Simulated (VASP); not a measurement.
# MgScC4N4 (P-43m) in VASP: a series of runs

The runs below take MgScC4N4 through single point, with PBE.

All numbers are computed with VASP 6.6.1; they aren't measurements. Logs are shortened: lines on timing, memory, paths and dates and some standing lists are left out, and cuts for length are marked.

### Step 1. The cell of the first run

It takes space group P-43m (No. 215, cubic). Conventional cell: a = 6.085 Å, b = 6.085 Å, c = 6.085 Å, α = 90.00°, β = 90.00°, γ = 90.00°. Within 2.6 Å of Mg (site symmetry -43m) lie 4 C at 1.98 Å. Sc (site symmetry -43m) has 4 N at 2.12 Å within 2.8 Å. C (site symmetry 3m) has 1 N at 1.17 Å within 1.6 Å. N (site symmetry 3m) has 1 C at 1.17 Å within 1.6 Å.

### Step 2. Single point, PBE, collinear spin, ferromagnetic start

INCAR

```
ALGO = Normal ; EDIFF = 1E-6
ENCUT = 520 ; GGA = PE
ISIF = 2 ; ISMEAR = 0
ISPIN = 2 ; LASPH = True
LCHARG = True ; LELF = True
LMAXMIX = 4 ; LORBIT = 11
LREAL = False ; LVHAR = True
LWAVE = False ; MAGMOM = 0 0 1 1 1 1 1 1 1 1
NBANDS = 40 ; NELM = 150
PREC = Accurate ; SIGMA = 0.1
```

KPOINTS

```
k-points
0
Gamma
  4 4 4
```

POSCAR

```
MgScC4N4
1.0
    6.0852718400      0.0000000000      0.0000000000
    0.0000000000      6.0852718400      0.0000000000
    0.0000000000      0.0000000000      6.0852718400
Mg Sc C N
1 1 4 4
Direct
    0.0000000000      0.0000000000      0.0000000000
    0.5000000000      0.5000000000      0.5000000000
    0.1878557900      0.1878557900      0.1878557900
    0.1878557900      0.8121442100      0.8121442100
    0.8121442100      0.1878557900      0.8121442100
    0.8121442100      0.8121442100      0.1878557900
    0.2988614800      0.2988614800      0.2988614800
    0.2988614800      0.7011385200      0.7011385200
    0.7011385200      0.2988614800      0.7011385200
    0.7011385200      0.7011385200      0.2988614800
```

Potentials or basis: VASP PAW PBE potentials, release 64 (Mg, Sc_sv, C, N).

Started as:

```console
cat potpaw_PBE.64/Mg/POTCAR potpaw_PBE.64/Sc_sv/POTCAR potpaw_PBE.64/C/POTCAR potpaw_PBE.64/N/POTCAR > POTCAR
mpirun -np 1 vasp_std > vasp.out
```

OUTCAR:

```text
EDIFF = 1E-6
   ENCUT = 520
   GGA = PE
   ISIF = 2
   ISMEAR = 0
   ISPIN = 2
   LASPH = True
   LORBIT = 11
   LREAL = False
   NELM = 150
   PREC = Accurate

 ion  position               nearest neighbor table
   1  0.000  0.000  0.000-   3 1.98   4 1.98   5 1.98   6 1.98
   2  0.500  0.500  0.500-   7 2.12   8 2.12   9 2.12  10 2.12
   3  0.188  0.188  0.188-   7 1.17   1 1.98
   4  0.188  0.812  0.812-   8 1.17   1 1.98
   5  0.812  0.188  0.812-   9 1.17   1 1.98
   6  0.812  0.812  0.188-  10 1.17   1 1.98
   7  0.299  0.299  0.299-   3 1.17   2 2.12
   8  0.299  0.701  0.701-   4 1.17   2 2.12
   9  0.701  0.299  0.701-   5 1.17   2 2.12
  10  0.701  0.701  0.299-   6 1.17   2 2.12

  LATTYP: Found a simple cubic cell.
 ALAT       =     6.0852718400

  Lattice vectors:

 A1 = (   6.0852718400,   0.0000000000,   0.0000000000)
 A2 = (   0.0000000000,   6.0852718400,   0.0000000000)
 A3 = (   0.0000000000,   0.0000000000,   6.0852718400)

Analysis of symmetry for initial positions (statically):
=====================================================================
 Subroutine PRICEL returns:
 Original cell was already a primitive cell.

 Routine SETGRP: Setting up the symmetry group for a
 simple cubic supercell.

 Subroutine GETGRP returns: Found 24 space group operations
 (whereof 24 operations were pure point group operations)
 out of a pool of 48 trial point group operations.

The static configuration has the point symmetry T_d .

Analysis of symmetry for dynamics (positions and initial velocities):
=====================================================================
 Subroutine PRICEL returns:
 Original cell was already a primitive cell.

 Routine SETGRP: Setting up the symmetry group for a
 simple cubic supercell.

 Subroutine GETGRP returns: Found 24 space group operations
 (whereof 24 operations were pure point group operations)
 out of a pool of 48 trial point group operations.

The dynamic configuration has the point symmetry T_d .

Analysis of structural, dynamic, and magnetic symmetry:
=====================================================================
 Subroutine PRICEL returns:
 Original cell was already a primitive cell.

 Routine SETGRP: Setting up the symmetry group for a
 simple cubic supercell.

[... 150 lines left out ...]
  free energy    TOTEN  =       -77.61845287 eV

  energy without entropy =      -77.58106654  energy(sigma->0) =      -77.59975970

 E-fermi :   0.9247     XC(G=0):  -6.6707

 val. band max:        0.9243320123   @ k =   0.2500   0.2500   0.0000
 cond. band min:       0.9514874968   @ k =   0.5000   0.2500   0.2500
 fundamental gap:      0.0271554846
 Fermi energy:         0.9247483850

 spin component 1

 k-point     1 :       0.0000    0.0000    0.0000
  band No.  band energies     occupation
      1     -49.9032      1.00000
      2     -28.6154      1.00000
      3     -28.6154      1.00000
      4     -28.6154      1.00000
      5     -18.8060      1.00000
      6     -18.7097      1.00000
[... 379 lines left out ...]
     35       4.0426      0.00000
     36       4.0426      0.00000
 Fermi energy:         0.9247483850

 spin component 2

 k-point     1 :       0.0000    0.0000    0.0000
  band No.  band energies     occupation
      1     -49.4780      1.00000
      2     -28.1820      1.00000
      3     -28.1820      1.00000
      4     -28.1820      1.00000
      5     -18.7868      1.00000
      6     -18.6912      1.00000
[... 379 lines left out ...]
     35       4.1659      0.00000
     36       4.3665      0.00000
 [bands above 36 left out]

------------------------ aborting loop because EDIFF is reached ----------------------------------------

  FORCE on cell =-STRESS in cart. coord.  units (eV):
  Direction    XX          YY          ZZ          XY          YZ          ZX
  --------------------------------------------------------------------------------------
  -------------------------------------------------------------------------------------
  Total        7.8321694      7.8321694      7.8321694      0.0000000     -0.0000000      0.0000000
  in kB       55.6868569     55.6868569     55.6868569      0.0000000     -0.0000000      0.0000000
  external PRESSURE =      55.6868569 kB  Pullay stress =       0.0000000 kB

 VOLUME and BASIS-vectors are now :
 -----------------------------------------------------------------------------
  energy-cutoff  :      520.00
  volume of cell :      225.34
      direct lattice vectors                 reciprocal lattice vectors
     6.085271840  0.000000000  0.000000000     0.164331196  0.000000000  0.000000000
     0.000000000  6.085271840  0.000000000     0.000000000  0.164331196  0.000000000
     0.000000000  0.000000000  6.085271840     0.000000000  0.000000000  0.164331196

 POSITION                                       TOTAL-FORCE (eV/Angst)
 -----------------------------------------------------------------------------------
      0.00000      0.00000      0.00000         0.000000      0.000000      0.000000
      3.04264      3.04264      3.04264         0.000000      0.000000      0.000000
      1.14315      1.14315      1.14315         0.738120      0.738120      0.738120
      1.14315      4.94212      4.94212         0.738120     -0.738120     -0.738120
      4.94212      1.14315      4.94212        -0.738120      0.738120     -0.738120
      4.94212      4.94212      1.14315        -0.738120     -0.738120      0.738120
      1.81865      1.81865      1.81865         0.435274      0.435274      0.435274
      1.81865      4.26662      4.26662         0.435274     -0.435274     -0.435274
      4.26662      1.81865      4.26662        -0.435274      0.435274     -0.435274
      4.26662      4.26662      1.81865        -0.435274     -0.435274      0.435274
 -----------------------------------------------------------------------------------
    total drift:                                0.000000      0.000000      0.000000

  FREE ENERGIE OF THE ION-ELECTRON SYSTEM (eV)
  ---------------------------------------------------
  free  energy   TOTEN  =       -77.6184528659 eV

  energy  without entropy=      -77.5810665408  energy(sigma->0) =      -77.59975970

 total charge

# of ion       s       p       d       tot
------------------------------------------
    1        0.209   0.266   0.079   0.554
    2        2.190   6.170   1.132   9.492
    3        0.987   1.629   0.000   2.615
    4        0.987   1.629   0.000   2.615
    5        0.987   1.629   0.000   2.615
    6        0.987   1.629   0.000   2.615
    7        1.310   2.609   0.000   3.919
    8        1.310   2.609   0.000   3.919
    9        1.310   2.609   0.000   3.919
   10        1.310   2.609   0.000   3.919
--------------------------------------------------
tot         11.588  23.387   1.210  36.185

 magnetization (x)

# of ion       s       p       d       tot
------------------------------------------
    1       -0.001   0.001   0.004   0.003
    2        0.004   0.005   0.475   0.484
    3        0.002   0.042   0.000   0.044
    4        0.002   0.042   0.000   0.044
    5        0.002   0.042   0.000   0.044
    6        0.002   0.042   0.000   0.044
    7       -0.002  -0.008   0.000  -0.010
    8       -0.002  -0.008   0.000  -0.010
    9       -0.002  -0.008   0.000  -0.010
   10       -0.002  -0.008   0.000  -0.010
--------------------------------------------------
tot          0.006   0.140   0.479   0.625
```

OSZICAR:

```text
N       E                     dE             d eps       ncg     rms          rms(c)
DAV:   1     0.483939406012E+03    0.48394E+03   -0.20582E+04  1608   0.103E+03
DAV:   2    -0.249265761432E+02   -0.50887E+03   -0.48307E+03  1992   0.294E+02
DAV:   3    -0.849230726465E+02   -0.59996E+02   -0.59096E+02  2472   0.116E+02
DAV:   4    -0.868845793480E+02   -0.19615E+01   -0.19382E+01  2280   0.238E+01
DAV:   5    -0.869482241558E+02   -0.63645E-01   -0.63166E-01  2096   0.379E+00    0.236E+01
DAV:   6    -0.781242965523E+02    0.88239E+01   -0.25289E+01  2432   0.307E+01    0.981E+00
DAV:   7    -0.776891293100E+02    0.43517E+00   -0.29608E+00  1992   0.877E+00    0.579E+00
DAV:   8    -0.775950656502E+02    0.94064E-01   -0.74719E-01  2376   0.506E+00    0.294E+00
DAV:   9    -0.776055758008E+02   -0.10510E-01   -0.11249E-01  2160   0.182E+00    0.971E-01
DAV:  10    -0.776140300475E+02   -0.84542E-02   -0.16462E-02  2024   0.863E-01    0.391E-01
DAV:  11    -0.776170205044E+02   -0.29905E-02   -0.37538E-03  1856   0.362E-01    0.150E-01
DAV:  12    -0.776178869089E+02   -0.86640E-03   -0.55578E-04  2224   0.141E-01    0.859E-02
DAV:  13    -0.776183919712E+02   -0.50506E-03   -0.33433E-04  1792   0.954E-02    0.285E-02
DAV:  14    -0.776184415810E+02   -0.49610E-04   -0.55443E-05  2160   0.454E-02    0.103E-02
DAV:  15    -0.776184505357E+02   -0.89547E-05   -0.60655E-06  1752   0.146E-02    0.491E-03
DAV:  16    -0.776184526099E+02   -0.20742E-05   -0.17813E-06  1656   0.922E-03    0.235E-03
DAV:  17    -0.776184528659E+02   -0.25605E-06   -0.35124E-07  1352   0.510E-03
   1 F= -.77618453E+02 E0= -.77599760E+02  d E =-.373863E-01  mag=     1.0000
```

stdout:

```text
POSCAR found type information on POSCAR MgScC N
 POSCAR found :  4 types and      10 ions
 scaLAPACK will be used
 LDA part: xc-table for (Slater+PW92), standard interpolation
 POSCAR, INCAR and KPOINTS ok, starting setup
 FFT: planning ... GRIDC
 FFT: planning ... GRID_SOFT
 FFT: planning ... GRID
 WAVECAR not read
 entering main loop
```

Run time: 6 min. Hardware: 1 thread of Intel Xeon 8259CL, shared host; peak memory 0.49 GiB.

What came out:

```
Free energy                                           : -77.6185 eV
Pressure                                              : 5.6 GPa
Largest force                                         : 1.278 eV/Å
Band gap on the k mesh                                : zero (filled and empty bands overlap)
Net moment                                            : 1.00 μB per cell
Site moments                                          : Mg +0.00; Sc +0.48; C +0.04; N -0.01 μB
Valence electrons inside the program's atomic spheres : Mg 0.55; Sc 9.49; C 2.62; N 3.92
```

Forces on the atoms (eV/Å):
```
Mg   0.000  0.000  0.000
Sc   0.000  0.000  0.000
C    0.738  0.738  0.738
C    0.738 -0.738 -0.738
C   -0.738  0.738 -0.738
C   -0.738 -0.738  0.738
N    0.435  0.435  0.435
N    0.435 -0.435 -0.435
N   -0.435  0.435 -0.435
N   -0.435 -0.435  0.435
```

Levels at points of the mesh, in eV from the Fermi level:
Spin up:
| k point | band 23 | band 24 | band 25 | band 26 | band 27 | band 28 |
| --- | --- | --- | --- | --- | --- | --- |
| (0.00, 0.00, 0.00) | -5.34 | -5.34 | -0.08 | -0.08 | 0.21 | 0.21 |
| (0.50, 0.00, 0.00) | -5.37 | -5.37 | -0.15 | 0.33 | 0.66 | 0.71 |
| (0.50, 0.50, 0.00) | -5.36 | -5.36 | -0.10 | 0.29 | 0.65 | 1.17 |
| (0.50, 0.50, 0.50) | -5.43 | -5.43 | -0.06 | -0.06 | 0.74 | 0.74 |
Spin down:
| k point | band 20 | band 21 | band 22 | band 23 | band 24 | band 25 | band 26 | band 27 | band 28 | band 29 |
| --- | --- | --- | --- | --- | --- | --- | --- | --- | --- | --- |
| (0.00, 0.00, 0.00) | -5.64 | -5.64 | -5.27 | -5.27 | -5.27 | 0.37 | 0.37 | 0.37 | 0.37 | 0.37 |
| (0.50, 0.00, 0.00) | -5.72 | -5.72 | -5.39 | -5.30 | -5.30 | 0.27 | 0.84 | 0.86 | 0.86 | 0.89 |
| (0.50, 0.50, 0.00) | -5.74 | -5.63 | -5.48 | -5.29 | -5.29 | 0.33 | 0.82 | 0.84 | 1.36 | 1.36 |
| (0.50, 0.50, 0.50) | -5.53 | -5.53 | -5.35 | -5.35 | -5.35 | 0.39 | 0.39 | 0.91 | 0.91 | 0.91 |

Caveat: the cell stands under pressure; forces of over 1 eV/Å act on the atoms, so gaps and moduli don't describe the material at rest.

### Step 3. Single point, PBE, collinear spin, ferromagnetic start

This run uses another cell than the first one, of 25.42 Å³/atom.

INCAR

```
  PREC = Accurate
  ENCUT = 520
  EDIFF = 1E-7
  ISMEAR = 0
  SIGMA = 0.1
  LREAL = False
  LASPH = True
  NELM = 150
  ALGO = Normal
  ISIF = 2
  LWAVE = False
  LCHARG = False
  ISPIN = 2
  MAGMOM = 0 0 1 1 1 1 1 1 1 1
  LORBIT = 11
  LMAXMIX = 4
  GGA = PE
  NBANDS = 40
```

KPOINTS

```
regular mesh
0
Gamma
  4 4 4
```

POSCAR

```
MgScC4N4
1.0
    6.3346868041      0.0000000000      0.0000000000
    0.0000000000      6.3346868041      0.0000000000
    0.0000000000      0.0000000000      6.3346868041
Mg Sc C N
1 1 4 4
Direct
    0.0000000000      0.0000000000      0.0000000000
    0.5000000000      0.5000000000      0.5000000000
    0.1983721520      0.1983721520      0.1983721520
    0.1983721520      0.8016278480      0.8016278480
    0.8016278480      0.1983721520      0.8016278480
    0.8016278480      0.8016278480      0.1983721520
    0.3053962563      0.3053962563      0.3053962563
    0.3053962563      0.6946037437      0.6946037437
    0.6946037437      0.3053962563      0.6946037437
    0.6946037437      0.6946037437      0.3053962563
```

Potentials or basis: VASP PAW PBE potentials, release 64 (Mg, Sc_sv, C, N).

Started as:

```console
cat potpaw_PBE.64/Mg/POTCAR potpaw_PBE.64/Sc_sv/POTCAR potpaw_PBE.64/C/POTCAR potpaw_PBE.64/N/POTCAR > POTCAR
mpirun -np 1 vasp_std > vasp.out
```

It took 6.7 min on 1 thread of Intel Xeon 8259CL, shared host; peak memory 0.5 GiB.

Results (log left out):

* Free energy: -78.4068 eV
* Pressure: 0.4 GPa
* Largest force: 0.372 eV/Å
* Band gap on the k mesh: zero (filled and empty bands overlap)
* Net moment: 1.00 μB per cell
* Site moments: Mg +0.00; Sc +0.51; C +0.04; N -0.01 μB
* Valence electrons inside the program's atomic spheres: Mg 0.37; Sc 9.46; C 2.57; N 3.91

Forces in eV/Å, atoms in the order of the input:
```
Mg   0.000  0.000  0.000
Sc   0.000  0.000  0.000
C   -0.215 -0.215 -0.215
C   -0.215  0.215  0.215
C    0.215 -0.215  0.215
C    0.215  0.215 -0.215
N    0.184  0.184  0.184
N    0.184 -0.184 -0.184
N   -0.184  0.184 -0.184
N   -0.184 -0.184  0.184
```

Levels at points of the mesh, in eV from the Fermi level:
Spin up:
```csv
k point,band 23,band 24,band 25,band 26,band 27,band 28
"(0.00, 0.00, 0.00)",-5.43,-5.43,-0.06,-0.06,0.29,0.29
"(0.50, 0.00, 0.00)",-5.45,-5.45,-0.14,0.24,0.70,0.71
"(0.50, 0.50, 0.00)",-5.44,-5.44,-0.09,0.20,0.67,1.08
"(0.50, 0.50, 0.50)",-5.49,-5.49,-0.04,-0.04,0.72,0.72
```
Spin down:
| k point | band 22 | band 23 | band 24 | band 25 | band 26 | band 27 |
| --- | --- | --- | --- | --- | --- | --- |
| (0.00, 0.00, 0.00) | -5.37 | -5.37 | -5.37 | 0.42 | 0.42 | 0.44 |
| (0.50, 0.00, 0.00) | -5.48 | -5.38 | -5.38 | 0.30 | 0.81 | 0.86 |
| (0.50, 0.50, 0.00) | -5.53 | -5.37 | -5.37 | 0.36 | 0.76 | 0.84 |
| (0.50, 0.50, 0.50) | -5.42 | -5.42 | -5.42 | 0.45 | 0.45 | 0.89 |

The gap in the log of VASP goes by the Fermi energy; the results here count the filled bands.